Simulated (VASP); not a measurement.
# Si2N (Pnma) in VASP: further runs

Si2N is run at these levels: PBE; tasks: single point.

Everything below comes from runs of VASP 6.6.1. Logs are shortened: lines on timing, memory, paths and dates and some standing lists are left out, and cuts for length are marked.

## 1. The cell of the first run

The structure is orthorhombic, space group Pnma (No. 62). The conventional cell has a = 7.299 Å, b = 2.805 Å, c = 8.182 Å, α = 90.00°, β = 90.00°, γ = 90.00°. Si (site symmetry m) has 1 N at 1.74 Å within 2.3 Å. Within 2.6 Å of Si (site symmetry m) lie 2 N at 1.78 Å and 3 Si at 2.41 to 2.57 Å. Within 2.3 Å of N (site symmetry m) lie 3 Si at 1.74 to 1.78 Å.

## 2. Single point, PBE

Contents of INCAR:

```
SYSTEM = Si2N
PREC = Accurate
ENCUT = 520
EDIFF = 1E-6
ISMEAR = 0
SIGMA = 0.2
LREAL = .False.
LASPH = .True.
NELM = 80
ALGO = Normal
ISIF = 2
LWAVE = .False.
LCHARG = .False.
GGA = PE
NBANDS = 38
```

Contents of KPOINTS:

```
regular mesh
0
Gamma
  8 4 4
  0 0 0
```

Contents of POSCAR:

```
Si2N
1.0
    0.0000000000     -2.8046801797      0.0000000000
   -7.2990711228      0.0000000000      0.0000000000
    0.0000000000      0.0000000000     -8.1820037851
Si N
8 4
Direct
    0.2500000000      0.8757666551      0.0527171190
    0.2500000000      0.3757666551      0.4472828810
    0.7500000000      0.1242333449      0.9472828810
    0.7500000000      0.6242333449      0.5527171190
    0.7500000000      0.9057866816      0.3984341391
    0.2500000000      0.0942133184      0.6015658609
    0.2500000000      0.5942133184      0.8984341391
    0.7500000000      0.4057866816      0.1015658609
    0.2500000000      0.8943952024      0.2641777084
    0.2500000000      0.3943952024      0.2358222916
    0.7500000000      0.1056047976      0.7358222916
    0.7500000000      0.6056047976      0.7641777084
```

Potentials or basis: VASP PAW PBE potentials, release 64 (Si, N).

Command:

```bash
$ cat potpaw_PBE.64/Si/POTCAR potpaw_PBE.64/N/POTCAR > POTCAR
$ mpirun -np 1 vasp_std > vasp.out
```

OUTCAR:

```text
SYSTEM = Si2N
   PREC = Accurate
   ENCUT = 520
   EDIFF = 1E-6
   ISMEAR = 0
   LREAL = .False.
   LASPH = .True.
   NELM = 80
   ISIF = 2
   GGA = PE

 ion  position               nearest neighbor table
   1  0.250  0.876  0.053-   9 1.74   7 2.41   3 2.45   3 2.45
   2  0.250  0.376  0.447-  10 1.74   6 2.41   4 2.45   4 2.45
   3  0.750  0.124  0.947-  11 1.74   8 2.41   1 2.45   1 2.45
   4  0.750  0.624  0.553-  12 1.74   5 2.41   2 2.45   2 2.45
   5  0.750  0.906  0.398-   9 1.78   9 1.78   4 2.41   6 2.57   6 2.57
   6  0.250  0.094  0.602-  11 1.78  11 1.78   2 2.41   5 2.57   5 2.57
   7  0.250  0.594  0.898-  12 1.78  12 1.78   1 2.41   8 2.57   8 2.57
   8  0.750  0.406  0.102-  10 1.78  10 1.78   3 2.41   7 2.57   7 2.57
   9  0.250  0.894  0.264-   1 1.74   5 1.78   5 1.78
  10  0.250  0.394  0.236-   2 1.74   8 1.78   8 1.78
  11  0.750  0.106  0.736-   3 1.74   6 1.78   6 1.78
  12  0.750  0.606  0.764-   4 1.74   7 1.78   7 1.78

  LATTYP: Found a simple orthorhombic cell.
 ALAT       =     2.8046801797
 B/A-ratio  =     2.6024611204
 C/A-ratio  =     2.9172680166

  Lattice vectors:

 A1 = (   0.0000000000,  -2.8046801797,   0.0000000000)
 A2 = (  -7.2990711228,   0.0000000000,   0.0000000000)
 A3 = (   0.0000000000,   0.0000000000,  -8.1820037851)

Analysis of symmetry for initial positions (statically):
=====================================================================
 Subroutine PRICEL returns:
 Original cell was already a primitive cell.

 Routine SETGRP: Setting up the symmetry group for a
 simple orthorhombic supercell.

 Subroutine GETGRP returns: Found  8 space group operations
 (whereof  2 operations were pure point group operations)
 out of a pool of  8 trial point group operations.

The static configuration has the point symmetry S_2 .
 The point group associated with its full space group is D_2h.

Analysis of symmetry for dynamics (positions and initial velocities):
=====================================================================
 Subroutine PRICEL returns:
 Original cell was already a primitive cell.

 Routine SETGRP: Setting up the symmetry group for a
 simple orthorhombic supercell.

 Subroutine GETGRP returns: Found  8 space group operations
 (whereof  2 operations were pure point group operations)
 out of a pool of  8 trial point group operations.

The dynamic configuration has the point symmetry S_2 .
[... 130 lines left out ...]
   PSTRESS=    0.0 pullay stress
   NELECT =      52.0000    total number of electrons
   NUPDOWN=      -1.0000    fix difference up-down
   EMIN   =  10.00;   EMAX   =-10.00  energy-range for DOS
   EFERMI =   0.00;   METHOD = LEGACY
   ISMEAR =     0;   SIGMA  =   0.20  broadening in eV -4-tet -1-fermi 0-gaus
   EFERMI_NEDOS =   21; number of points for ismear=-14 and -15
   IALGO  =     38    algorithm
   IMIX   =      4    mixing-type and parameters
     AMIX     =   0.40;   BMIX     =  1.00
     AMIX_MAG =   1.60;   BMIX_MAG =  1.00
  volume/ion in A,a.u.               =      13.96        94.19
  Fermi-wavevector in a.u.,A,eV,Ry     =   1.108509  2.094778 16.718721  1.228791
  Thomas-Fermi vector in A             =   2.245037
   LORBIT       =      0    0 simple, 1 ext, 2 COOP (PROOUT), +10 PAW based schemes
   GGA     = PE    functional components
   LHFCALC =     F    Hartree Fock is set to
   AEXX    =    0.0000 exact exchange contribution
   IVDW    =     0    specifies the selected vdW correction
   LEPSILON=     F    determine dielectric tensor
   LRPA    =     F    only Hartree local field effects (RPA)
 non-spin polarized calculation
 Gauss-broadening in eV      SIGMA  =   0.20
  energy-cutoff  :      520.00
  volume of cell :      167.50
 maximum number of plane-waves:      4544
 NGX is ok and might be reduce to    24
   NGX = 11   NGY = 27   NGZ = 31

 number of electron      52.0000001 magnetization

 Free energy of the ion-electron system (eV)
  ---------------------------------------------------
  ext. energy  EPLUGINS =         0.00000000
  ---------------------------------------------------
  free energy    TOTEN  =       -79.63145844 eV

  energy without entropy =      -79.61906068  energy(sigma->0) =      -79.62525956

 E-fermi :   7.4951     XC(G=0): -10.2335

 val. band max:        7.4917681911   @ k =   0.1250   0.0000   0.0000
 cond. band min:       7.5086281382   @ k =   0.2500   0.0000   0.0000
 fundamental gap:      0.0168599471
 Fermi energy:         7.4951323678

 k-point     1 :       0.0000    0.0000    0.0000
  band No.  band energies     occupation
      1     -10.3801      2.00000
      2     -10.0162      2.00000
      3      -9.9426      2.00000
      4      -9.8843      2.00000
      5      -5.2043      2.00000
      6      -3.6825      2.00000
[... 973 lines left out ...]
     37      11.9560      0.00000
     38      12.4483      0.00000

 [... further k-points ...]

------------------------ aborting loop because EDIFF is reached ----------------------------------------

  FORCE on cell =-STRESS in cart. coord.  units (eV):
  Direction    XX          YY          ZZ          XY          YZ          ZX
  --------------------------------------------------------------------------------------
  -------------------------------------------------------------------------------------
  Total       -0.3558395     -0.3264090     -0.1437130      0.0000000      0.0000000      0.0000000
  in kB       -3.4037219     -3.1222103     -1.3746621      0.0000000      0.0000000      0.0000000
  external PRESSURE =      -2.6335314 kB  Pullay stress =       0.0000000 kB

 VOLUME and BASIS-vectors are now :
 -----------------------------------------------------------------------------
  energy-cutoff  :      520.00
  volume of cell :      167.50
      direct lattice vectors                 reciprocal lattice vectors
     0.000000000 -2.804680180  0.000000000     0.000000000 -0.356546892  0.000000000
    -7.299071123  0.000000000  0.000000000    -0.137003734  0.000000000  0.000000000
     0.000000000  0.000000000 -8.182003785     0.000000000  0.000000000 -0.122219450

 POSITION                                       TOTAL-FORCE (eV/Angst)
 -----------------------------------------------------------------------------------
     -6.39228     -0.70117     -0.43133        -0.163958     -0.000000      0.108696
     -2.74275     -0.70117     -3.65967        -0.163958     -0.000000     -0.108696
     -0.90679     -2.10351     -7.75067         0.163958     -0.000000     -0.108696
     -4.55632     -2.10351     -4.52233         0.163958     -0.000000      0.108696
     -6.61140     -2.10351     -3.25999         0.164653     -0.000000      0.135950
     -0.68767     -0.70117     -4.92201        -0.164653     -0.000000     -0.135950
     -4.33721     -0.70117     -7.35099        -0.164653     -0.000000      0.135950
     -2.96187     -2.10351     -0.83101         0.164653     -0.000000     -0.135950
     -6.52825     -0.70117     -2.16150        -0.036777      0.000000     -0.124695
     -2.87872     -0.70117     -1.92950        -0.036777      0.000000      0.124695
     -0.77082     -2.10351     -6.02050         0.036777     -0.000000      0.124695
     -4.42035     -2.10351     -6.25250         0.036777     -0.000000     -0.124695
 -----------------------------------------------------------------------------------
    total drift:                                0.000000     -0.000000     -0.000000

  FREE ENERGIE OF THE ION-ELECTRON SYSTEM (eV)
  ---------------------------------------------------
  free  energy   TOTEN  =       -79.6314584364 eV

  energy  without entropy=      -79.6190606767  energy(sigma->0) =      -79.62525956
```

OSZICAR:

```text
N       E                     dE             d eps       ncg     rms          rms(c)
DAV:   1     0.188761861419E+03    0.18876E+03   -0.23062E+04  3420   0.120E+03
DAV:   2    -0.680918695167E+02   -0.25685E+03   -0.24435E+03  4400   0.223E+02
DAV:   3    -0.879529885201E+02   -0.19861E+02   -0.19675E+02  4364   0.630E+01
DAV:   4    -0.883129570669E+02   -0.35997E+00   -0.35922E+00  4312   0.952E+00
DAV:   5    -0.883197086513E+02   -0.67516E-02   -0.67494E-02  4236   0.125E+00    0.210E+01
DAV:   6    -0.794327089801E+02    0.88870E+01   -0.36177E+01  4208   0.310E+01    0.113E+01
DAV:   7    -0.797248750349E+02   -0.29217E+00   -0.45391E+00  3942   0.101E+01    0.520E+00
DAV:   8    -0.796448496995E+02    0.80025E-01   -0.34367E-01  4326   0.302E+00    0.224E+00
DAV:   9    -0.796291680874E+02    0.15682E-01   -0.70988E-02  4108   0.151E+00    0.295E-01
DAV:  10    -0.796308021106E+02   -0.16340E-02   -0.71845E-03  4072   0.404E-01    0.204E-01
DAV:  11    -0.796315376319E+02   -0.73552E-03   -0.25303E-03  4494   0.270E-01    0.639E-02
DAV:  12    -0.796314355637E+02    0.10207E-03   -0.69164E-04  4156   0.144E-01    0.179E-02
DAV:  13    -0.796314566404E+02   -0.21077E-04   -0.86226E-05  4000   0.443E-02    0.124E-02
DAV:  14    -0.796314576924E+02   -0.10519E-05   -0.33232E-06  4004   0.853E-03    0.373E-03
DAV:  15    -0.796314584364E+02   -0.74406E-06   -0.11293E-06  2874   0.505E-03
   1 F= -.79631458E+02 E0= -.79625260E+02  d E =-.123978E-01
```

stdout:

```text
POSCAR found type information on POSCAR SiN
 POSCAR found :  2 types and      12 ions
 scaLAPACK will be used
 LDA part: xc-table for (Slater+PW92), standard interpolation
 POSCAR, INCAR and KPOINTS ok, starting setup
 FFT: planning ... GRIDC
 FFT: planning ... GRID_SOFT
 FFT: planning ... GRID
 WAVECAR not read
 entering main loop
```

It took 13 min on 1 thread of Intel Xeon 8259CL, shared host; peak memory 0.4 GiB.

What came out:

```yaml
Free_energy: -79.6315 eV
Pressure: -0.3 GPa
Largest_force: 0.214 eV/Å
Band_gap_on_the_k_mesh: zero (bands 26 and 27 overlap by 4.17 eV)
```

Forces in eV/Å, atoms in the order of the input:
```
Si  -0.164  0.000  0.109
Si  -0.164  0.000 -0.109
Si   0.164  0.000 -0.109
Si   0.164  0.000  0.109
Si   0.165  0.000  0.136
Si  -0.165  0.000 -0.136
Si  -0.165  0.000  0.136
Si   0.165  0.000 -0.136
N   -0.037  0.000 -0.125
N   -0.037  0.000  0.125
N    0.037  0.000  0.125
N    0.037  0.000 -0.125
```

## 3. Single point, PBE

Contents of INCAR:

```
PREC = Accurate
ENCUT = 520
EDIFF = 1E-6
ISMEAR = 0
SIGMA = 0.1
LREAL = F
LASPH = T
NELM = 80
ALGO = Normal
ISIF = 2
LWAVE = F
LCHARG = F
GGA = PE
NBANDS = 38
```

Contents of KPOINTS:

```
Automatic mesh
0
Gamma
  4 12 4
```

Contents of POSCAR:

```
Si2N
1.0
    7.2990711228      0.0000000000      0.0000000000
    0.0000000000      2.8046801797      0.0000000000
    0.0000000000      0.0000000000      8.1820037851
Si N
8 4
Direct
    0.1242333449      0.7500000000      0.9472828810
    0.6242333449      0.7500000000      0.5527171190
    0.8757666551      0.2500000000      0.0527171190
    0.3757666551      0.2500000000      0.4472828810
    0.0942133184      0.2500000000      0.6015658609
    0.9057866816      0.7500000000      0.3984341391
    0.4057866816      0.7500000000      0.1015658609
    0.5942133184      0.2500000000      0.8984341391
    0.1056047976      0.7500000000      0.7358222916
    0.6056047976      0.7500000000      0.7641777084
    0.8943952024      0.2500000000      0.2641777084
    0.3943952024      0.2500000000      0.2358222916
```

Potentials or basis: VASP PAW PBE potentials, release 64 (Si, N).

Command:

```bash
$ cat potpaw_PBE.64/Si/POTCAR potpaw_PBE.64/N/POTCAR > POTCAR
$ mpirun -np 1 vasp_std > vasp.out
```

Wall time 14 min (1 thread of Intel Xeon 8259CL, shared host); peak memory 0.46 GiB.

The run converged. Its results:

- Free energy: -79.4930 eV
- Pressure: -0.1 GPa
- Largest force: 0.018 eV/Å
- Band gap on the k mesh: zero (bands 26 and 27 overlap by 4.14 eV)

Forces in eV/Å, atoms in the order of the input:
```
Si  -0.009  0.000 -0.004
Si  -0.009  0.000  0.004
Si   0.009  0.000  0.004
Si   0.009  0.000 -0.004
Si   0.006  0.000  0.017
Si  -0.006  0.000 -0.017
Si  -0.006  0.000  0.017
Si   0.006  0.000 -0.017
N   -0.001  0.000 -0.009
N   -0.001  0.000  0.009
N    0.001  0.000  0.009
N    0.001  0.000 -0.009
```

Stress tensor (GPa, compression positive):
```
-0.12  0.00  0.00
 0.00 -0.10  0.00
 0.00  0.00 -0.20
```

Levels at points of the mesh, in eV from the Fermi level:
```tsv
k point	band 24	band 25	band 26	band 27	band 28	band 29
(0.00, 0.00, 0.00)	-0.38	0.30	0.64	0.82	2.81	3.30
(0.50, 0.00, 0.00)	-2.23	1.14	1.14	2.96	2.96	3.91
(0.00, 0.50, 0.00)	-2.77	-1.83	-1.83	-1.53	-1.53	2.47
(0.50, 0.50, 0.00)	-3.10	-1.06	-1.06	-1.06	-1.06	0.92
(0.00, 0.00, 0.50)	-0.94	0.38	0.38	1.72	1.72	2.27
(0.50, 0.00, 0.50)	-2.28	1.69	1.69	1.80	1.80	3.92
(0.00, 0.50, 0.50)	-2.70	-2.17	-2.17	-2.09	-2.09	2.06
(0.50, 0.50, 0.50)	-2.90	-1.27	-1.27	-1.27	-1.27	0.65
```

## 4. Single point, PBE

Contents of INCAR:

```
PREC = Accurate
ENCUT = 520
EDIFF = 1E-6
ISMEAR = 0
SIGMA = 0.1
LREAL = False
LASPH = True
NELM = 100
ALGO = Normal
ISIF = 2
LWAVE = False
LCHARG = True
GGA = PE
LELF = True
LVHAR = True
NBANDS = 38
```

KPOINTS is that of step 3.

Contents of POSCAR:

```
Si2N
1.0
    7.3010833255      0.0000000000      0.0000000000
    0.0000000000      2.8047323003      0.0000000000
    0.0000000000      0.0000000000      8.1813598471
Si N
8 4
Direct
    0.1242252620      0.7500000000      0.9473107520
    0.6242252620      0.7500000000      0.5526892480
    0.8757747380      0.2500000000      0.0526892480
    0.3757747380      0.2500000000      0.4473107520
    0.0942149581      0.2500000000      0.6015685056
    0.9057850419      0.7500000000      0.3984314944
    0.4057850419      0.7500000000      0.1015685056
    0.5942149581      0.2500000000      0.8984314944
    0.1055837205      0.7500000000      0.7358362039
    0.6055837205      0.7500000000      0.7641637961
    0.8944162795      0.2500000000      0.2641637961
    0.3944162795      0.2500000000      0.2358362039
```

Potentials or basis: VASP PAW PBE potentials, release 64 (Si, N).

Command:

```bash
$ cat potpaw_PBE.64/Si/POTCAR potpaw_PBE.64/N/POTCAR > POTCAR
$ mpirun -np 1 vasp_std > vasp.out
```

OUTCAR:

```text
PREC = Accurate
   ENCUT = 520
   EDIFF = 1E-6
   ISMEAR = 0
   LREAL = False
   LASPH = True
   NELM = 100
   ISIF = 2
   GGA = PE

 ion  position               nearest neighbor table
   1  0.124  0.750  0.947-   9 1.74   7 2.41   3 2.45   3 2.45
   2  0.624  0.750  0.553-  10 1.74   6 2.41   4 2.45   4 2.45
   3  0.876  0.250  0.053-  11 1.74   8 2.41   1 2.45   1 2.45
   4  0.376  0.250  0.447-  12 1.74   5 2.41   2 2.45   2 2.45
   5  0.094  0.250  0.602-   9 1.78   9 1.78   4 2.41   6 2.57   6 2.57
[... 1217 lines left out ...]

 VOLUME and BASIS-vectors are now :
 -----------------------------------------------------------------------------
  energy-cutoff  :      520.00
  volume of cell :      167.53
      direct lattice vectors                 reciprocal lattice vectors
     7.301083325  0.000000000  0.000000000     0.136965976  0.000000000  0.000000000
     0.000000000  2.804732300  0.000000000     0.000000000  0.356540266  0.000000000
     0.000000000  0.000000000  8.181359847     0.000000000  0.000000000  0.122229069

 POSITION                                       TOTAL-FORCE (eV/Angst)
 -----------------------------------------------------------------------------------
      0.90698      2.10355      7.75029        -0.008789     -0.000000     -0.004280
      4.55752      2.10355      4.52175        -0.008789      0.000000      0.004280
      6.39410      0.70118      0.43107         0.008789      0.000000      0.004280
      2.74356      0.70118      3.65961         0.008789      0.000000     -0.004280
      0.68787      0.70118      4.92165         0.006197      0.000000      0.016795
      6.61321      2.10355      3.25971        -0.006197      0.000000     -0.016795
      2.96267      2.10355      0.83097        -0.006197      0.000000      0.016795
      4.33841      0.70118      7.35039         0.006197      0.000000     -0.016795
      0.77088      2.10355      6.02014        -0.000207     -0.000000     -0.010246
      4.42142      2.10355      6.25190        -0.000207     -0.000000      0.010246
      6.53021      0.70118      2.16122         0.000207      0.000000      0.010246
      2.87967      0.70118      1.92946         0.000207     -0.000000     -0.010246
 -----------------------------------------------------------------------------------
    total drift:                                0.000000     -0.000000     -0.000000

  FREE ENERGIE OF THE ION-ELECTRON SYSTEM (eV)
  ---------------------------------------------------
  free  energy   TOTEN  =       -79.4929634111 eV

  energy  without entropy=      -79.4867564318  energy(sigma->0) =      -79.48985992
```

OSZICAR:

```text
N       E                     dE             d eps       ncg     rms          rms(c)
DAV:   1     0.188947074799E+03    0.18895E+03   -0.23052E+04  4788   0.120E+03
DAV:   2    -0.672043844606E+02   -0.25615E+03   -0.24294E+03  6144   0.222E+02
DAV:   3    -0.878365962801E+02   -0.20632E+02   -0.20422E+02  6102   0.638E+01
DAV:   4    -0.882239973972E+02   -0.38740E+00   -0.38658E+00  6042   0.981E+00
DAV:   5    -0.882309989013E+02   -0.70015E-02   -0.69990E-02  6004   0.128E+00    0.210E+01
DAV:   6    -0.792908201825E+02    0.89402E+01   -0.36458E+01  5856   0.311E+01    0.113E+01
DAV:   7    -0.795856922847E+02   -0.29487E+00   -0.45626E+00  5494   0.102E+01    0.521E+00
DAV:   8    -0.795063360723E+02    0.79356E-01   -0.34908E-01  6044   0.304E+00    0.224E+00
DAV:   9    -0.794906704122E+02    0.15666E-01   -0.72649E-02  5756   0.153E+00    0.297E-01
DAV:  10    -0.794922951777E+02   -0.16248E-02   -0.74117E-03  5658   0.417E-01    0.202E-01
DAV:  11    -0.794929938918E+02   -0.69871E-03   -0.22309E-03  6278   0.254E-01    0.603E-02
DAV:  12    -0.794929427930E+02    0.51099E-04   -0.50362E-04  5874   0.124E-01    0.167E-02
DAV:  13    -0.794929612222E+02   -0.18429E-04   -0.78060E-05  5590   0.405E-02    0.104E-02
DAV:  14    -0.794929622622E+02   -0.10400E-05   -0.18014E-06  4534   0.654E-03    0.307E-03
DAV:  15    -0.794929634878E+02   -0.12255E-05   -0.15852E-06  4322   0.593E-03    0.101E-03
DAV:  16    -0.794929634111E+02    0.76633E-07   -0.91140E-08  3342   0.159E-03
   1 F= -.79492963E+02 E0= -.79489860E+02  d E =-.620698E-02
```

Wall time 15 min (1 thread of Intel Xeon 8259CL, shared host); peak memory 0.46 GiB.

Results:

```yaml
Free_energy: -79.4930 eV
Pressure: -0.2 GPa
Largest_force: 0.018 eV/Å
Band_gap_on_the_k_mesh: zero (bands 26 and 27 overlap by 4.13 eV)
```

Forces in eV/Å, atoms in the order of the input:
```
Si  -0.009  0.000 -0.004
Si  -0.009  0.000  0.004
Si   0.009  0.000  0.004
Si   0.009  0.000 -0.004
Si   0.006  0.000  0.017
Si  -0.006  0.000 -0.017
Si  -0.006  0.000  0.017
Si   0.006  0.000 -0.017
N    0.000  0.000 -0.010
N    0.000  0.000  0.010
N    0.000  0.000  0.010
N    0.000  0.000 -0.010
```

## 5. Overview

```csv
cell,k mesh,smearing,gap on the mesh (eV),pressure (GPa),largest force (eV/Å)
"a = 2.805, b = 7.299, c = 8.182 Å, 12 atoms",8 × 4 × 4,gaussian 0.2 eV,none,-0.3,0.21
"a = 7.299, b = 2.805, c = 8.182 Å, 12 atoms",4 × 12 × 4,gaussian 0.1 eV,none,-0.1,0.02
"a = 7.301, b = 2.805, c = 8.181 Å, 12 atoms",4 × 12 × 4,gaussian 0.1 eV,none,-0.2,0.02
```

Alike in all rows: task single point; level PBE; potentials or basis VASP PAW PBE potentials, release 64 (Si, N); no spin polarisation; cutoff (eV) 520.

Absolute energies hang on the potentials; compare differences alone.
